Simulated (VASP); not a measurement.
## TiO2: single point with PBEsol

The system is TiO2.

```xyz
6
Lattice="4.5912 0.0000 0.0000 0.0000 4.5912 0.0000 0.0000 0.0000 2.9390" Properties=species:S:1:pos:R:3 pbc="T T T"
Ti    0.0116   -0.0116   -0.0189
Ti    2.2956    2.2956    1.4695
O     1.3978    1.3978    0.0000
O     0.8979    3.6934    1.4695
O     3.1935    3.1935    0.0000
O     3.6934    0.8979    1.4695
```

This cell differs from its parent crystal: atom 1 (Ti) moved +0.025 Å towards its neighbour atom 4 (O) at 1.942 Å.

```json
{
 "Program": "VASP 6.6.1",
 "Task": "single point",
 "Functional": "PBEsol",
 "Potentials or basis": "VASP PAW PBE potentials, release 64 (Ti_sv, O)",
 "Cutoff": "520 eV",
 "k mesh": "6 × 6 × 10",
 "Occupations": "gaussian, width 0.05 eV",
 "Spin": "no spin polarisation",
 "Dipole correction": "no",
 "Further INCAR settings": "ALGO = Normal; EDIFF = 1e-07; NBANDS = 33"
}
```

- Pressure: 0.7 GPa
- Largest force: 0.348 eV/Å
- Band gap on the k mesh: 1.84 eV

Forces on the atoms (eV/Å):
```
Ti  -0.246  0.246  0.021
Ti   0.166 -0.166 -0.007
O   -0.022 -0.014  0.003
O    0.067 -0.067 -0.022
O    0.014  0.022  0.003
O    0.020 -0.020  0.003
```

Stress tensor (GPa, compression positive):
```
 0.59 -0.03 -0.06
-0.03  0.59  0.06
-0.06  0.06  0.96
```

Levels at points of the mesh, in eV from the valence-band top:
| k point | band 22 | band 23 | band 24 | band 25 | band 26 | band 27 |
| --- | --- | --- | --- | --- | --- | --- |
| (0.00, 0.00, 0.00) | -0.47 | -0.46 | 0.00 | 1.84 | 2.12 | 2.42 |
| (0.50, 0.00, 0.00) | -1.62 | -0.81 | -0.72 | 2.51 | 2.53 | 3.05 |
| (0.50, 0.50, 0.00) | -1.29 | -1.09 | -1.09 | 1.87 | 1.88 | 2.53 |
| (0.00, 0.00, 0.50) | -2.41 | -1.45 | -1.45 | 2.95 | 3.02 | 3.22 |
| (0.50, 0.00, 0.50) | -2.09 | -1.06 | -1.06 | 1.88 | 1.88 | 3.25 |
| (0.50, 0.50, 0.50) | -1.30 | -0.68 | -0.68 | 2.56 | 2.63 | 3.21 |

Wall time 6 min on 1 thread of Intel(R) Xeon(R) Platinum 8259CL CPU @ 2.50GHz (Skylake/Cascade Lake), with other jobs on the host, peak memory 0.29 GiB.

Caveat: the cell differs from its parent crystal (atom 1 (Ti) moved +0.025 Å towards its neighbour atom 4 (O) at 1.942 Å); the PAW data sets were made with another functional, which shifts forces and pressure a little. A k mesh can miss the band edges.
